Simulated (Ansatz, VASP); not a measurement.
**Two plane-wave programs on ZnW**

File INCAR:

```
SYSTEM = ZnW
ALGO = Fast ; EDIFF = 1E-6
EDIFFG = -0.01 ; ENCUT = 600
GGA = PE ; IBRION = 2
ISIF = 3 ; ISMEAR = 0
LASPH = .TRUE. ; LCHARG = .FALSE.
LREAL = .FALSE. ; LWAVE = .FALSE.
NELM = 80 ; NSW = 100
PREC = Accurate ; SIGMA = 0.1
```

KPOINTS

```
k-points
0
G
  12 12 12
  0 0 0
```

The input POSCAR:

```
ZnW
1.0
    0.0000000000      3.1303550390      3.1303550390
    3.1303550390      0.0000000000      3.1303550390
    3.1303550390      3.1303550390      0.0000000000
Zn W
2 2
Direct
    0.0000000000      0.0000000000      0.0000000000
    0.2500000000      0.2500000000      0.2500000000
    0.5000000000      0.5000000000      0.5000000000
    0.7500000000      0.7500000000      0.7500000000
```

Input for Ansatz:

```yaml
crystal:
  lattice:
    - [0.0, 3.130355039, 3.130355039]
    - [3.130355039, 0.0, 3.130355039]
    - [3.130355039, 3.130355039, 0.0]
  atoms:
    - { symbol: Zn, position: [0.0, 0.0, 0.0] }
    - { symbol: Zn, position: [0.25, 0.25, 0.25] }
    - { symbol: W, position: [0.5, 0.5, 0.5] }
    - { symbol: W, position: [0.75, 0.75, 0.75] }
basis:
  ecutwfc: 420
kpoints:
  mp_grid: { grid: [12, 12, 12] }
hamiltonian:
  xc: pbe
scf:
  occupations: { method: gaussian, width: 0.1 }
output:
  forces: true
  stress: true
  eigenvalues: true
relax:
  adjacent_minimum: "off"
  f_tol: 0.01
  max_steps: 80
  cell: { stress_tol: 0.05 }
```

Alike in both runs: task relaxation of cell and atoms; functional PBE; k mesh 12 × 12 × 12; occupations gaussian, width 0.1 eV; no spin polarisation.

```csv
,VASP,Ansatz
version,VASP 6.6.1,Ansatz 0.2.0
potentials or method,"VASP PAW PBE potentials, release 64 (Zn, W_sv), cutoff 600 eV","scalar-relativistic, plane waves, PAW"
valence electrons in the cell,52,52
```

|  | VASP | Ansatz | Ansatz less VASP |
| --- | --- | --- | --- |
| gap on the k mesh at the Fermi level, each at its own relaxed structure (eV) | none | none | - |
| relaxed volume (Å³/atom) | 15.40 | 15.36 | -0.043 |
| relaxed cell length with the largest relative difference (Å) | 4.433 | 4.429 | -0.0042 |

A gap of «none» marks a metal or a gap that the smearing closes.

Neither program's run includes spin-orbit coupling.
